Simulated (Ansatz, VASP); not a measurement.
## One calculation of Ca3H, two programs

INCAR

```
SYSTEM = Ca3H
ALGO     = Normal         ! electronic algorithm
EDIFF    = 1E-6           ! SCF threshold, eV
ENCUT    = 520            ! plane-wave cutoff, eV
GGA      = PE             ! functional
ISIF     = 2              ! what is computed and relaxed
ISMEAR   = 0              ! smearing method
LASPH    = .True.         ! aspherical terms in the spheres
LCHARG   = .False.        ! write CHGCAR
LREAL    = .False.        ! projectors in reciprocal space
LWAVE    = .False.        ! write WAVECAR
NBANDS   = 24             ! bands
NELM     = 60             ! most SCF steps
PREC     = Accurate       ! precision mode
SIGMA    = 0.1            ! smearing width, eV
```

KPOINTS

```
k-points
0
Gamma
  4 4 4
  0 0 0
```

The input POSCAR:

```
Ca3H
1.0
    4.2052743000      0.0000000000      0.0000000000
    0.0000000000      4.2052743000      0.0000000000
    0.0000000000      0.0000000000      4.2052743000
Ca H
3 1
Direct
    0.5000000000      0.5000000000      0.0000000000
    0.5000000000      0.0000000000      0.5000000000
    0.0000000000      0.5000000000      0.5000000000
    0.0000000000      0.0000000000      0.0000000000
```

Input for Ansatz:

```yaml
crystal:
  lattice:
    - [4.2052743, 0.0, 0.0]
    - [0.0, 4.2052743, 0.0]
    - [0.0, 0.0, 4.2052743]
  atoms:
    - { symbol: Ca, position: [0.5, 0.5, 0.0] }
    - { symbol: Ca, position: [0.5, 0.0, 0.5] }
    - { symbol: Ca, position: [0.0, 0.5, 0.5] }
    - { symbol: H, position: [0.0, 0.0, 0.0] }
basis:
  ecutwfc: 420
kpoints:
  mp_grid: { grid: [4, 4, 4] }
hamiltonian:
  xc: pbe
scf:
  occupations: { method: gaussian, width: 0.1 }
  lower_state_search: "off"
output:
  forces: true
  stress: true
  eigenvalues: true
```

Change from the starting cell: species swapped into the TmPt3 type (Pm-3m, No. 221).

Alike in both runs: task single point; functional PBE; k mesh 4 × 4 × 4; occupations gaussian, width 0.1 eV; no spin polarisation.

|  | VASP | Ansatz |
| --- | --- | --- |
| version | VASP 6.6.1 | Ansatz 0.2.0 |
| potentials or method | VASP PAW PBE potentials, release 64 (Ca_sv, H), cutoff 520 eV | scalar-relativistic, plane waves, PAW |
| valence electrons in the cell | 31 | 31 |

VASP gave:

* gap on the k mesh at the Fermi level (eV): none
* pressure (GPa): 22.2

**Question.** Estimate Ansatz's values.

**Answer.** gap on the k mesh at the Fermi level (eV): none; pressure (GPa): 22.1.

A gap of «none» marks a metal or a gap that the smearing closes.

The k mesh is coarse, so the values compare programs but aren't converged.
